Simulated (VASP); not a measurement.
Crystal: Al.

```
Al
1.0
     0.00000    2.03821    2.03821
     2.03821    0.00000    2.03821
     2.03821    2.03821    0.00000
Al
1
Direct
  0.00000 0.00000 0.00000
```

Base run:

```yaml
Program: VASP 6.6.1
Functional: r2SCAN
Dispersion: D3(BJ)
Potentials_or_basis: VASP PAW PBE potentials, release 64 (Al)
Cutoff: 520 eV
k_mesh: 11 × 11 × 11
Occupations: fermi-dirac, width 0.05 eV
Spin: no spin polarisation
```

Its results: pressure -6.6 GPa.

Q: The run is repeated on the same cell with these changes: functional from r2SCAN to BLYP; further incar settings from ALGO = Normal; EDIFF = 1e-06; NBANDS = 8 to ALGO = Fast; EDIFF = 1e-07; NBANDS = 8. What comes out?

A: Pressure -5.7 GPa.

Caveats: the PAW data sets were made with another functional, which shifts forces and pressure a little; pairwise dispersion overbinds metals, which lowers pressure and volume.
